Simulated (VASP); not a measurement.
A run of VASP 6.6.1 is set up as follows.

File INCAR:

```
SYSTEM = As
PREC     = Accurate       ! precision mode
ENCUT    = 520            ! plane-wave cutoff, eV
EDIFF    = 1E-6           ! SCF threshold, eV
ISMEAR   = 0              ! smearing method
SIGMA    = 0.02           ! smearing width, eV
LREAL    = .False.        ! projectors in reciprocal space
LASPH    = .True.         ! aspherical terms in the spheres
NELM     = 80             ! most SCF steps
ALGO     = Normal         ! electronic algorithm
ISIF     = 2              ! what is computed and relaxed
LWAVE    = .False.        ! write WAVECAR
LCHARG   = .False.        ! write CHGCAR
LDIPOL   = .True.       
IDIPOL   = 3            
DIPOL    = 0.5 0.5 0.500
GGA      = PE             ! functional
IVDW     = 12             ! dispersion correction
NBANDS   = 12             ! bands
```

KPOINTS

```
Automatic mesh
0
Gamma
  9 9 1
  0 0 0
```

The input POSCAR:

```
As
1.0
    3.4060000000      0.0000000000      0.0000000000
   -1.7030000000      2.9496825253      0.0000000000
    0.0000000000      0.0000000000     28.5742413766
As
2
Direct
    0.3333333333      0.6666666667      0.4685555956
    0.6666666667      0.3333333333      0.5314444044
```

Potentials or basis: VASP PAW PBE potentials, release 64 (As).

The run is started by

```console
$ cat potpaw_PBE.64/As/POTCAR > POTCAR
$ mpirun -np 1 vasp_std > vasp.out
```

(1) Estimate the band gap on the k mesh.

(2) Estimate the largest force.

(3) What does it give for the dispersion energy per atom?

Results:

(1) zero (band 5 reaches -1.71 eV, above the bottom of band 6 at -2.91 eV).

(2) 2.659 eV/Å.

(3) -0.226 eV.
